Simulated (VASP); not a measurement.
A run of VASP 6.6.1 is set up as follows.

Contents of INCAR:

```
SYSTEM = GaSb
PREC     = Accurate       ! precision mode
ENCUT    = 500            ! plane-wave cutoff, eV
EDIFF    = 1E-6           ! SCF threshold, eV
ISMEAR   = 0              ! smearing method
SIGMA    = 0.02           ! smearing width, eV
LREAL    = .FALSE.        ! projectors in reciprocal space
LASPH    = .TRUE.         ! aspherical terms in the spheres
NELM     = 120            ! most SCF steps
ALGO     = Normal         ! electronic algorithm
ISIF     = 2              ! what is computed and relaxed
LWAVE    = .FALSE.        ! write WAVECAR
LCHARG   = .TRUE.         ! write CHGCAR
GGA      = PE             ! functional
LELF     = .TRUE.         ! ELF
LVHAR    = .TRUE.       
NBANDS   = 16             ! bands
GGA_COMPAT= .FALSE.
```

Contents of KPOINTS:

```
Automatic mesh
0
G
  5 5 5
  0 0 0
```

POSCAR

```
GaSb
1.0
    0.0000000000      2.9060500000      3.0590000000
    2.9060500000      0.0000000000      3.0590000000
    2.9060500000      2.9060500000      0.0000000000
Ga Sb
1 1
Direct
    0.0000000000      0.0000000000      0.0000000000
    0.2500000000      0.2500000000      0.2500000000
```

Potentials or basis: VASP PAW PBE potentials, release 64 (Ga_d, Sb).

Run with:

```console
$ cat potpaw_PBE.64/Ga_d/POTCAR potpaw_PBE.64/Sb/POTCAR > POTCAR
$ mpirun -np 1 vasp_std > vasp.out
```

(1) Predict the band gap on the k mesh.

(2) Predict the pressure.

Answers

(1) 0.44 eV, indirect (least direct gap 0.66 eV).

(2) 9.6 GPa.

Caveat: spin-orbit coupling is left out, which moves the levels of the heavy elements.
